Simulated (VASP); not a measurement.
SnSe (rocksalt type), 2 atoms in the cell. Symmetry: Fm-3m, No. 225, cubic system. Conventional cell: a = 5.765 Å, b = 5.765 Å, c = 5.765 Å, α = 90.00°, β = 90.00°, γ = 90.00°. Sn (site symmetry m-3m) has 6 Se at 2.88 Å within 3.8 Å. Within 3.8 Å of Se (site symmetry m-3m) lie 6 Sn at 2.88 Å. 

* Program: VASP 6.6.1
* Task: single point
* Functional: PBE
* Potentials or basis: VASP PAW PBE potentials, release 64 (Sn_d, Se)
* Cutoff: 520 eV
* k mesh: 13 × 13 × 13
* Occupations: fermi-dirac, width 0.1 eV
* Spin: no spin polarisation
* Dipole correction: no
* Further INCAR settings: ALGO = Normal; EDIFF = 1e-06; NBANDS = 17

Potentials or basis: VASP PAW PBE potentials, release 64 (Sn_d, Se).

Launch:

```console
$ cat potpaw_PBE.64/Sn_d/POTCAR potpaw_PBE.64/Se/POTCAR > POTCAR
$ mpirun -np 1 vasp_std > vasp.out
```

Hardware: 1 thread of Intel Xeon 8259CL (shared host).

Task: How long does it take, and how much memory?

Result: Wall time 110 s on 1 thread of Intel Xeon 8259CL (shared host), peak memory 0.22 GiB. Counts: scf iterations 12, k points 84.
